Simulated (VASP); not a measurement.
A run of VASP 6.6.1 is set up as follows.

The input INCAR:

```
SYSTEM = Mg2C
PREC = Accurate
ENCUT = 840
EDIFF = 1E-6
ISMEAR = -1
SIGMA = 0.02
LREAL = .FALSE.
LASPH = .TRUE.
NELM = 120
ALGO = Normal
ISIF = 2
LWAVE = .FALSE.
LCHARG = .FALSE.
GGA = PE
NBANDS = 19
GGA_COMPAT = .FALSE.
```

The input KPOINTS:

```
regular mesh
0
G
  8 8 8
  0 0 0
```

POSCAR

```
Mg2C
1.0
   -0.0300914631      2.7109426181      2.7109426181
    2.7109426181     -0.0300914631      2.7109426181
    2.6808511551      2.6808511551      0.0000000000
C Mg
1 2
Direct
    0.0000000000      0.0000000000      0.0000000000
    0.2496265951      0.2496265951      0.2503734049
    0.7503734049      0.7503734049      0.7496265951
```

Potentials or basis: VASP PAW PBE potentials, release 64 (C, Mg_sv).

Run with:

```sh
$ cat potpaw_PBE.64/C/POTCAR potpaw_PBE.64/Mg_sv/POTCAR > POTCAR
$ mpirun -np 1 vasp_std > vasp.out
```

What does it give for the band gap on the k mesh?

0.69 eV (least direct gap 1.45 eV).

What does it give for the largest force?

0.009 eV/Å.

Predict the pressure.

1.8 GPa.

Stress tensor (GPa, compression positive):
```
1.79 1.28 0.00
1.28 1.79 0.00
0.00 0.00 1.77
```

Caveat: the cell differs from its parent crystal (shear xy strain -2.2%); the structure was generated, so it needn't be the stable form of Mg2C; semilocal functionals underestimate gaps, and a narrow one can read as zero. A k mesh can miss the band edges.
